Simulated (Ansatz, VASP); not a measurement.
# CO2 in VASP and in Ansatz

Contents of POSCAR:

```
CO2
1.0
    4.3350000000      0.0000000000      0.0000000000
    0.0000000000      4.3350000000      0.0000000000
    0.0000000000      0.0000000000      6.1020000000
C O
4 8
Direct
    0.4997865440      0.4997865440      0.0000000000
    0.0002134560      0.9997865440      0.2500000000
    0.5002134560      0.5002134560      0.5000000000
    0.9997865440      0.0002134560      0.7500000000
    0.1891364613      0.1889508913      0.2500754261
    0.3110491087      0.6891364613      0.5000754261
    0.8108635387      0.8110491087      0.7500754261
    0.6889508913      0.3108635387      0.0000754261
    0.6891364613      0.3110491087      0.4999245739
    0.8110491087      0.8108635387      0.2499245739
    0.3108635387      0.6889508913      0.9999245739
    0.1889508913      0.1891364613      0.7499245739
```

INCAR.step1

```
SYSTEM = CO2
ALGO = Normal ; EDIFF = 1E-4
ENCUT = 520 ; GGA = PE
ISMEAR = -1 ; LASPH = .TRUE.
LCHARG = .FALSE. ; LREAL = .FALSE.
LWAVE = .TRUE. ; NBANDS = 44
NELM = 100 ; PREC = Accurate
SIGMA = 0.02
```

INCAR.step2

```
SYSTEM = CO2
ALGO = Normal ; EDIFF = 1E-8
ENCUT = 520 ; ISIF = 2
ISMEAR = -1 ; ISTART = 1
LASPH = .TRUE. ; LCHARG = .FALSE.
LEFG = .TRUE. ; LMIXTAU = .TRUE.
LREAL = .FALSE. ; LWAVE = .FALSE.
METAGGA = R2SCAN ; NBANDS = 44
NELM = 100 ; PREC = Accurate
SIGMA = 0.02
```

Contents of KPOINTS:

```
k-points
0
G
  5 5 4
  0 0 0
```

Input for Ansatz:

```yaml
crystal:
  lattice:
    - [4.335, 0.0, 0.0]
    - [0.0, 4.335, 0.0]
    - [0.0, 0.0, 6.102]
  atoms:
    - { symbol: C, position: [0.499786544, 0.499786544, 0.0] }
    - { symbol: C, position: [0.000213456, 0.999786544, 0.25] }
    - { symbol: C, position: [0.500213456, 0.500213456, 0.5] }
    - { symbol: C, position: [0.999786544, 0.000213456, 0.75] }
    - { symbol: O, position: [0.1891364613, 0.1889508913, 0.2500754261] }
    - { symbol: O, position: [0.3110491087, 0.6891364613, 0.5000754261] }
    - { symbol: O, position: [0.8108635387, 0.8110491087, 0.7500754261] }
    - { symbol: O, position: [0.6889508913, 0.3108635387, 7.54261e-05] }
    - { symbol: O, position: [0.6891364613, 0.3110491087, 0.4999245739] }
    - { symbol: O, position: [0.8110491087, 0.8108635387, 0.2499245739] }
    - { symbol: O, position: [0.3108635387, 0.6889508913, 0.9999245739] }
    - { symbol: O, position: [0.1889508913, 0.1891364613, 0.7499245739] }
kpoints:
  mp_grid: { grid: [5, 5, 4] }
scf:
  occupations: { method: fermi_dirac, width: 0.02 }
hamiltonian:
  xc: r2scan
  pseudopotentials: { kind: paw }
output:
  forces: true
  stress: true
  populations: true
  efg: { quadrupole_moments_barn: { O: -0.02558 }, contact_densities: true }
```

Alike in both runs: task electric field gradients; functional r2SCAN; k mesh 5 × 5 × 4; occupations fermi-dirac, width 0.02 eV; no spin polarisation.

|  | VASP | Ansatz |
| --- | --- | --- |
| version | VASP 6.6.1 | Ansatz 0.2.0 |
| potentials or method | VASP PAW PBE potentials, release 64 (C, O) | plane-wave PAW, scalar-relativistic |
| plane-wave cutoff (eV) | 520 | 500 |
| valence electrons in the cell | 64 | 64 |

Ansatz gave:

* gap on the k mesh at the Fermi level (eV): 7.14
* pressure (GPa): 13.0
* traceless stress, the component that is largest in VASP (GPa): 3.94
* rms of the force components (eV/Å): 0.403
* size of Vzz on the site where it differs most (V/Å²): 35.9

**Question.** What did VASP give for the same quantities?

**Answer.** gap on the k mesh at the Fermi level (eV): 7.12; pressure (GPa): 15.8; traceless stress, the component that is largest in VASP (GPa): 0.59; rms of the force components (eV/Å): 0.027; size of Vzz on the site where it differs most (V/Å²): 58.1.

VASP's potentials were made for PBE, not for r2SCAN. Atom by atom the forces differ by 0.375 eV/Å (rms over components). With one functional, cell and mesh, what is left measures potentials, basis and numerics.

Noted on VASP's run: the standard files for N, O and F lose accuracy on very short bonds.
